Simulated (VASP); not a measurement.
Wanted: the native input for a VASP 6.6.1 run.

```
Task                      : relaxation of the atoms
Functional                : PBEsol
Potentials or basis       : VASP PAW PBE potentials, release 64 (N, Hf_pv, B)
Cutoff                    : 520 eV
k mesh                    : 9 × 9 × 1
Occupations               : gaussian, width 0.1 eV
Spin                      : no spin polarisation
Dipole correction         : yes
Atoms held fixed (from 0) : [0, 1, 3]
Further INCAR settings    : ALGO = Normal; EDIFF = 1e-06; IBRION = 2; EDIFFG = -0.03; NSW = 90
```

The structure of Hf3BN3 lies in POSCAR:

```
Hf3BN3
1.0
    3.1830776028      0.0000000000      0.0000000000
   -1.5915388014      2.7566260662      0.0000000000
    0.0000000000      0.0000000000     25.4974299488
N Hf B
3 3 1
Selective dynamics
Direct
    0.3333333333      0.6666666667      0.3333669321  F F F
    0.0000000000      0.0000000000      0.4352976751  F F F
    0.6666666667      0.3333333333      0.5372240904  T T T
    0.6666666667      0.3333333333      0.3843323037  F F F
    0.3333333333      0.6666666667      0.4880226934  T T T
    0.0000000000      0.0000000000      0.5874558579  T T T
    0.3333333333      0.6666666667      0.6596199938  T T T
```

The input as run:

INCAR

```
SYSTEM = Hf3BN3
ALGO     = Normal         ! electronic algorithm
DIPOL    = 0.5 0.5 0.489
EDIFF    = 1E-6           ! SCF threshold, eV
EDIFFG   = -0.03          ! ionic threshold
ENCUT    = 520            ! plane-wave cutoff, eV
GGA      = PS             ! functional
IBRION   = 2              ! ionic algorithm
IDIPOL   = 3            
ISIF     = 2              ! what is computed and relaxed
ISMEAR   = 0              ! smearing method
LASPH    = .TRUE.         ! aspherical terms in the spheres
LCHARG   = .FALSE.        ! write CHGCAR
LDIPOL   = .TRUE.       
LREAL    = .FALSE.        ! projectors in reciprocal space
LWAVE    = .FALSE.        ! write WAVECAR
NELM     = 100            ! most SCF steps
NSW      = 90             ! ionic steps
PREC     = Accurate       ! precision mode
SIGMA    = 0.1            ! smearing width, eV
```

KPOINTS

```
k-points
0
G
  9 9 1
  0 0 0
```

Potentials or basis: VASP PAW PBE potentials, release 64 (N, Hf_pv, B).

The run is started by

```console
$ cat potpaw_PBE.64/N/POTCAR potpaw_PBE.64/Hf_pv/POTCAR potpaw_PBE.64/B/POTCAR > POTCAR
$ mpirun -np 1 vasp_std > vasp.out
```

It gave:

```
Energy gained by relaxing : 43.8 meV/atom
Ionic steps               : 15
Band gap on the k mesh    : zero (bands 24 and 25 overlap by 0.56 eV)
```

Caveat: spin-orbit coupling is left out, which moves the levels of the heavy elements.

Wall time 21 min on 1 thread of Intel(R) Xeon(R) Platinum 8375C CPU @ 2.90GHz (Ice Lake), on a shared host, peak memory 0.38 GiB.
